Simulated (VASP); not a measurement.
Wanted: the native input for a VASP 6.6.1 run.

```yaml
Task: single point
Functional: PBE
Potentials_or_basis: VASP PAW PBE potentials, release 64 (C, H)
Cutoff: 520 eV
k_mesh: 4 × 4 × 4
Occupations: gaussian, width 0.1 eV
Spin: no spin polarisation
Dipole_correction: no
Further_INCAR_settings: ALGO = Normal; EDIFF = 1e-06; NBANDS = 76
```

The structure of HC28 (a cell with a defect) lies in POSCAR:

```
HC28
1.0
   -4.9330325621     -4.2721315165      0.0000000000
    1.2332581405     -6.4081972747      0.0000000000
   -1.2332581405     -3.5601095971      8.5756696909
C H
28 1
Direct
    0.7397645507      0.9519010943      0.7517348770
    0.8826146808      0.5232941319      0.7517597147
    0.4541068026      0.8090467780      0.7517711424
    0.5969859143      0.3803676796      0.7517871178
    0.1683662334      0.6662476067      0.7515443379
    0.3112040440      0.2375817480      0.7517436226
    0.0254966087      0.0947549786      0.7517548171
    0.4065499325      0.6185479301      0.7516895161
    0.5492931299      0.1899583572      0.7517605309
    0.1207116631      0.4756511415      0.7516902157
    0.2635963003      0.0471320047      0.7517256649
    0.8350242161      0.3328124387      0.7517858351
   -0.0221807985      0.9043703817      0.7516834524
    0.6921880979      0.7613948345      0.7517622801
    1.0194804399      0.0989463284      0.2464083945
    0.1649451790      0.6676633874      0.2437213740
    0.7373715910      0.9515924471      0.2464666989
    0.8785496815      0.5264944753      0.2437441127
    0.4352518140      0.7968330372      0.2875216851
    0.5900486305      0.3810394920      0.2464001152
    0.3061210258      0.2401249023      0.2436764795
    0.6911595576      0.7602255212      0.2514288770
    0.8295346763      0.3353301741      0.2458058759
    0.3986947312      0.6136605732      0.2513357064
    0.5442067313      0.1911028285      0.2457965472
    0.1182319968      0.4797902516      0.2386288271
    0.2521043895      0.0527612274      0.2513132009
    0.9737605666      0.9057580232      0.2458308302
    0.3912353362      0.7529854618      0.4191935009
```

These files were run (other wordings do the same):

INCAR

```
PREC = Accurate
ENCUT = 520
EDIFF = 1E-6
ISMEAR = 0
SIGMA = 0.1
LREAL = F
LASPH = T
NELM = 120
ALGO = Normal
ISIF = 2
LWAVE = F
LCHARG = F
GGA = PE
NBANDS = 76
GGA_COMPAT = F
```

KPOINTS

```
regular mesh
0
Gamma
  4 4 4
```

Potentials or basis: VASP PAW PBE potentials, release 64 (C, H).

Command:

```bash
$ cat potpaw_PBE.64/C/POTCAR potpaw_PBE.64/H/POTCAR > POTCAR
$ mpirun -np 1 vasp_std > vasp.out
```

Results of the run:

The pressure is 1.4 GPa, the largest force is 0.032 eV/Å and the band gap on the k mesh is zero (an odd number of electrons rules out a gap without spin polarisation).

Wall time 11 min on 1 thread of AMD EPYC 9R45 96-Core Processor (Zen 5), on a shared host, peak memory 0.76 GiB.
